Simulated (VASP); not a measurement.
Here is a VASP 6.6.1 calculation.

File POSCAR:

```
MoS2
1.0
    3.1690315548      0.0000000000      0.0000000000
   -1.5845157774      2.7444693437      0.0000000000
    0.0000000000      0.0000000000      6.1981919587
Mo S
1 2
Direct
    0.0000000000      0.0000000000      0.5000000000
    0.3333333333      0.6666666667      0.2553200000
    0.6666666667      0.3333333333      0.7446800000
```

File INCAR.step1:

```
SYSTEM = MoS2
  PREC = Accurate
  ENCUT = 520
  ISMEAR = 1
  SIGMA = 0.05
  LREAL = .False.
  LASPH = .True.
  NELM = 80
  NBANDS = 20
  GGA = PE
  ALGO = Normal
  EDIFF = 1E-4
  LWAVE = .True.
  LCHARG = .False.
```

Contents of INCAR.step2:

```
SYSTEM = MoS2
  PREC = Accurate
  ENCUT = 520
  EDIFF = 1E-7
  ISMEAR = 1
  SIGMA = 0.05
  LREAL = .False.
  LASPH = .True.
  NELM = 80
  ALGO = Normal
  ISIF = 2
  LWAVE = .False.
  LCHARG = .False.
  METAGGA = R2SCAN
  LMIXTAU = .True.
  NBANDS = 20
  ISTART = 1
```

File KPOINTS:

```
regular mesh
0
Gamma
  10 10 5
  0 0 0
```

Potentials or basis: VASP PAW PBE potentials, release 64 (Mo_sv, S).

Run with:

```bash
$ cat potpaw_PBE.64/Mo_sv/POTCAR potpaw_PBE.64/S/POTCAR > POTCAR
$ cp INCAR.step1 INCAR
$ mpirun -np 1 vasp_std > vasp.out
$ cp INCAR.step2 INCAR
$ mpirun -np 1 vasp_std > vasp.out
```

(1) Predict the pressure.

(2) Predict the band gap on the k mesh.

(3) What does it give for the largest force?

Results:

(1) 8.5 GPa.

(2) zero (bands 13 and 14 overlap by 0.93 eV).

(3) 1.044 eV/Å.

Caveat: the cell stands under pressure; the PAW data sets were made with another functional, which shifts forces and pressure a little.
